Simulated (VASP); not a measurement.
Input of a VASP 6.6.1 run:

The input INCAR:

```
PREC     = Accurate       # precision mode
ENCUT    = 600            # plane-wave cutoff, eV
EDIFF    = 1E-6           # SCF threshold, eV
ISMEAR   = 0              # smearing method
SIGMA    = 0.05           # smearing width, eV
LREAL    = F              # projectors in reciprocal space
LASPH    = T              # aspherical terms in the spheres
NELM     = 120            # most SCF steps
ALGO     = Normal         # electronic algorithm
ISIF     = 2              # what is computed and relaxed
LWAVE    = F              # write WAVECAR
LCHARG   = F              # write CHGCAR
GGA      = PE             # functional
NBANDS   = 11             # bands
GGA_COMPAT= F
```

File KPOINTS:

```
Automatic mesh
0
Gamma
  12 12 12
```

POSCAR

```
BN
1.0
    0.0000000000      1.7398545729      1.6673606323
    1.7398545729      0.0000000000      1.6673606323
    1.7398545729      1.7398545729      0.0000000000
B N
1 1
Direct
    0.0000000000      0.0000000000      0.0000000000
    0.7500000000      0.7500000000      0.7500000000
```

Potentials or basis: VASP PAW PBE potentials, release 64 (B, N).

Command:

```console
$ cat potpaw_PBE.64/B/POTCAR potpaw_PBE.64/N/POTCAR > POTCAR
$ mpirun -np 1 vasp_std > vasp.out
```

**Question.** Predict the band gap on the k mesh.

**Answer.** 3.76 eV, indirect (least direct gap 9.09 eV).

**Question.** Estimate the pressure.

**Answer.** 83.2 GPa.

Stress tensor (GPa, compression positive):
```
 73.87   0.00   0.00
  0.00  73.87   0.00
  0.00   0.00 101.90
```

Caveat: the cell differs from its parent crystal (strain -0.040 along x and y, -0.080 along z). A k mesh can miss the band edges.
